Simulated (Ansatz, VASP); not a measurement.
One calculation of Rh, two programs

The input INCAR:

```
PREC = Accurate ; ENCUT = 520
EDIFF = 1E-6 ; ISMEAR = 0
SIGMA = 0.15 ; LREAL = F
LASPH = T ; NELM = 100
ALGO = Normal ; ISIF = 2
LWAVE = F ; LCHARG = F
GGA = PS ; NBANDS = 14
```

Contents of KPOINTS:

```
regular mesh
0
Gamma
  22 22 22
```

File POSCAR:

```
Rh
1.0
    0.0000000000      1.8064725000      1.8540112500
    1.8064725000      0.0000000000      1.8540112500
    1.8064725000      1.8064725000      0.0000000000
Rh
1
Direct
    0.0000000000      0.0000000000      0.0000000000
```

Input for Ansatz:

```yaml
crystal:
  lattice:
    - [0.0, 1.8064725, 1.85401125]
    - [1.8064725, 0.0, 1.85401125]
    - [1.8064725, 1.8064725, 0.0]
  atoms:
    - { symbol: Rh, position: [0.0, 0.0, 0.0] }
basis:
  ecutwfc: 420
kpoints:
  mp_grid: { grid: [22, 22, 22] }
hamiltonian:
  xc: pbesol
scf:
  occupations: { method: gaussian, width: 0.15 }
output:
  forces: true
  stress: true
  eigenvalues: true
  write_density: true
  write_potential: true
  elf: true
  volumetric_format: npy
```

Change from the starting cell: strain -0.050 along x and y, -0.025 along z, atoms carried along.

Alike in both runs: task single point; functional PBEsol; k mesh 22 × 22 × 22; occupations gaussian, width 0.15 eV; no spin polarisation.

```csv
,VASP,Ansatz
version,VASP 6.6.1,Ansatz 0.2.0
potentials or method,"VASP PAW PBE potentials, release 64 (Rh_pv), cutoff 520 eV","scalar-relativistic, plane waves, PAW"
valence electrons in the cell,15,17
```

```tsv
	VASP	Ansatz	Ansatz less VASP
gap on the k mesh at the Fermi level (eV)	none	none	-
pressure (GPa)	42.9	43.0	+0.07
traceless stress, the component that is largest in VASP (GPa)	-6.26	-6.27	-0.006
```

VASP's potentials were made for PBE, not for PBEsol. A gap of «none» marks a metal or a gap that the smearing closes. Both programs put the cell under a high pressure, so it lies far from rest at this level. VASP's potentials hold 15 valence electrons a cell and Ansatz's 17, so a difference there can come from the potentials and not from the codes.
